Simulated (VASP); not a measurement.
Write the native input for VASP 6.6.1 that does the following.

```
Task                   : single point
Functional             : PBEsol
Potentials or basis    : VASP PAW PBE potentials, release 64 (As)
Cutoff                 : 520 eV
k mesh                 : 14 × 14 × 8
Occupations            : fermi-dirac, width 0.08 eV
Spin                   : no spin polarisation
Dipole correction      : no
Further INCAR settings : ALGO = Normal; EDIFF = 1e-06; NBANDS = 12
```

The structure of As lies in POSCAR:

```
As
1.0
    2.8261901716      0.0000000000      0.0000000000
   -1.4130950858      2.4475524845      0.0000000000
    0.0000000000      0.0000000000      4.6821138772
As
2
Direct
    0.3333333333      0.6666666667      0.2500000000
    0.6666666667      0.3333333333      0.7500000000
```

This cell differs from its parent crystal: volume scaled by 0.88.

These files were run (other wordings do the same):

INCAR

```
SYSTEM = As
ALGO = Normal
EDIFF = 1E-6
ENCUT = 520
GGA = PS
ISIF = 2
ISMEAR = -1
LASPH = .TRUE.
LCHARG = .TRUE.
LELF = .TRUE.
LREAL = .FALSE.
LVHAR = .TRUE.
LWAVE = .FALSE.
NBANDS = 12
NELM = 100
PREC = Accurate
SIGMA = 0.08
```

KPOINTS

```
k-points
0
G
  14 14 8
  0 0 0
```

Potentials or basis: VASP PAW PBE potentials, release 64 (As).

Command:

```bash
$ cat potpaw_PBE.64/As/POTCAR > POTCAR
$ mpirun -np 1 vasp_std > vasp.out
```

It gave:

The pressure is 15.8 GPa and the band gap on the k mesh is zero (band 5 reaches 14.51 eV, above the bottom of band 6 at 4.17 eV).

Caveat: the PAW data sets were made with another functional, which shifts forces and pressure a little.

It took 37 s on 1 thread of AMD EPYC 9R45 (Zen 5) (shared host), peak memory 0.14 GiB.
